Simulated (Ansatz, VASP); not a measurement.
# SiC in VASP and in Ansatz

INCAR

```
PREC = Accurate
ENCUT = 520
EDIFF = 1E-7
ISMEAR = 0
SIGMA = 0.02
LREAL = False
LASPH = True
NELM = 120
ALGO = Normal
ISIF = 2
LWAVE = False
LCHARG = False
IBRION = 2
NSW = 60
EDIFFG = -0.002
GGA_COMPAT = False
NELMIN = 4
```

KPOINTS

```
regular mesh
0
Gamma
  10 10 10
```

Contents of POSCAR:

```
SiC
1.0
   -0.0139396000      2.1722391972      2.1861787971
    2.1722391972     -0.0139396000      2.1861787971
    2.1582995972      2.1582995972      0.0000000000
Si C
1 1
Direct
   -0.0002401390     -0.0002401390      0.0002401390
    0.2502401390      0.2502401390      0.2497598610
```

Input for Ansatz:

```yaml
crystal:
  lattice:
    - [-0.0139396, 2.1722391972, 2.1861787971]
    - [2.1722391972, -0.0139396, 2.1861787971]
    - [2.1582995972, 2.1582995972, 0.0]
  atoms:
    - { symbol: Si, position: [-0.000240139, -0.000240139, 0.000240139] }
    - { symbol: C, position: [0.250240139, 0.250240139, 0.249759861] }
basis:
  ecutwfc: 420
kpoints:
  mp_grid: { grid: [10, 10, 10] }
hamiltonian:
  xc: lda
  pseudopotentials: { kind: paw, azcp: { folder: soft_1 } }
scf:
  occupations: { method: gaussian, width: 0.02 }
output:
  forces: true
  stress: true
  eigenvalues: true
relax:
  adjacent_minimum: "off"
  f_tol: 0.002
  max_steps: 40
```

Change from the starting cell: strained cell.

Alike in both runs: task relaxation of the atoms; functional LDA; k mesh 10 × 10 × 10; occupations gaussian, width 0.02 eV; no spin polarisation.

|  | VASP | Ansatz |
| --- | --- | --- |
| version | VASP 6.6.1 | Ansatz 0.2.0 |
| potentials or method | VASP PAW LDA potentials, release 64 (Si, C), cutoff 520 eV | scalar-relativistic, plane waves, PAW |
| valence electrons in the cell | 8 | 8 |

Ansatz gave:

```
gap on the k mesh at the Fermi level, each at its own relaxed structure (eV) : 1.22
```

Question: Which values does VASP return?

Answer: gap on the k mesh at the Fermi level, each at its own relaxed structure (eV): 1.20.

Ansatz warns that its potentials were made for another functional, while VASP's fit it. LDA's correlation is that of Perdew and Zunger in VASP and of Perdew and Wang (1992) in Ansatz. Ansatz's warnings: stress scf threshold loose.
